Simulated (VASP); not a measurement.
A run of VASP 6.6.1 is set up as follows.

File INCAR:

```
  ALGO = Normal
  EDIFF = 1E-7
  ENCUT = 520
  GGA = PE
  ISIF = 2
  ISMEAR = -1
  IVDW = 12
  LASPH = True
  LCHARG = True
  LELF = True
  LREAL = False
  LVHAR = True
  LWAVE = False
  NBANDS = 84
  NELM = 80
  PREC = Accurate
  SIGMA = 0.05
```

File KPOINTS:

```
k-points
0
Gamma
  2 2 1
```

Contents of POSCAR:

```
Cu12CO
1.0
    5.1053110000      0.0000000000      0.0000000000
    2.5526550000      4.4213290000      0.0000000000
    0.0000000000      0.0000000000     19.1684690000
Cu C O
12 1 1
Direct
    0.1666599093      0.1666693431      0.0521690073
    0.6666686257      0.1666693431      0.0521690073
    0.1666700955      0.6666773723      0.0521690073
    0.6666592245      0.6666773723      0.0521690073
   -0.1685719311      0.3262141315      0.1495528933
    0.3446054631      0.3468866488      0.1402511593
   -0.1682280625      0.8304516583      0.1483999583
    0.3259789280      0.8306552170      0.1493703018
   -0.0136255831     -0.0156061673      0.2553829416
    0.5294067037     -0.0251055735      0.2456638556
   -0.0378114035      0.5400412410      0.2488879002
    0.5215455187      0.5223768690      0.2578192343
    0.7573392964      0.6402147409      0.3621989842
    0.7303233353      0.7022775279      0.4220316187
```

Potentials or basis: VASP PAW PBE potentials, release 64 (Cu, C, O).

The run is started by

```console
$ cat potpaw_PBE.64/Cu/POTCAR potpaw_PBE.64/C/POTCAR potpaw_PBE.64/O/POTCAR > POTCAR
$ mpirun -np 1 vasp_std > vasp.out
```

What does it give for the largest force?

3.787 eV/Å.

Estimate the dispersion energy per atom.

-0.362 eV.

Predict the band gap on the k mesh.

0.15 eV, indirect (least direct gap 0.17 eV).

Forces in eV/Å, atoms in the order of the input:
```
Cu  -0.270 -0.167 -1.056
Cu   0.601 -0.466 -1.869
Cu  -0.092  0.748 -1.978
Cu  -0.102 -0.027 -0.987
Cu   0.531  0.121  1.002
Cu  -1.063 -0.590  3.586
Cu   0.198  0.029 -0.235
Cu   0.306  0.381  0.961
Cu   1.389  0.807 -0.080
Cu  -1.453  2.803  0.573
Cu   1.533 -2.585  1.119
Cu  -1.607 -0.850  0.030
C    0.098  0.240  1.059
O   -0.069 -0.445 -2.124
```

Caveat: the k points lie up to 0.71 Å⁻¹ apart.
